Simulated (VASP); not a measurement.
Here is a VASP 6.6.1 calculation.

File INCAR:

```
SYSTEM = SiC
  PREC = Accurate
  ENCUT = 520
  EDIFF = 1E-6
  ISMEAR = 0
  SIGMA = 0.05
  LREAL = .FALSE.
  LASPH = .TRUE.
  NELM = 60
  ALGO = Normal
  ISIF = 2
  LWAVE = .FALSE.
  LCHARG = .FALSE.
  GGA = PE
  NBANDS = 26
```

KPOINTS

```
regular mesh
0
G
  12 12 4
  0 0 0
```

Contents of POSCAR:

```
SiC
1.0
    2.8465905663      0.0000000000      0.0000000000
   -1.4232952831      2.4652197446      0.0000000000
    0.0000000000      0.0000000000      9.7241656306
Si C
4 4
Direct
    0.6666666667      0.3333333333      0.9378441878
    0.3333333333      0.6666666667      0.4378441878
    0.0000000000      0.0000000000      0.6878995565
    0.0000000000      0.0000000000      0.1878995565
    0.6666666667      0.3333333333      0.7498074459
    0.3333333333      0.6666666667      0.2498074459
    0.0000000000      0.0000000000      0.5004478098
    0.0000000000      0.0000000000      0.0004478098
```

Potentials or basis: VASP PAW PBE potentials, release 64 (Si, C).

The run is started by

```console
$ cat potpaw_PBE.64/Si/POTCAR potpaw_PBE.64/C/POTCAR > POTCAR
$ mpirun -np 1 vasp_std > vasp.out
```

(1) What does it give for the band gap on the k mesh?

(2) What does it give for the pressure?

Results:

(1) 1.96 eV, indirect (least direct gap 3.26 eV).

(2) 66.7 GPa.

Caveat: the cell differs from its parent crystal (strain -0.080 along x and y, -0.040 along z).
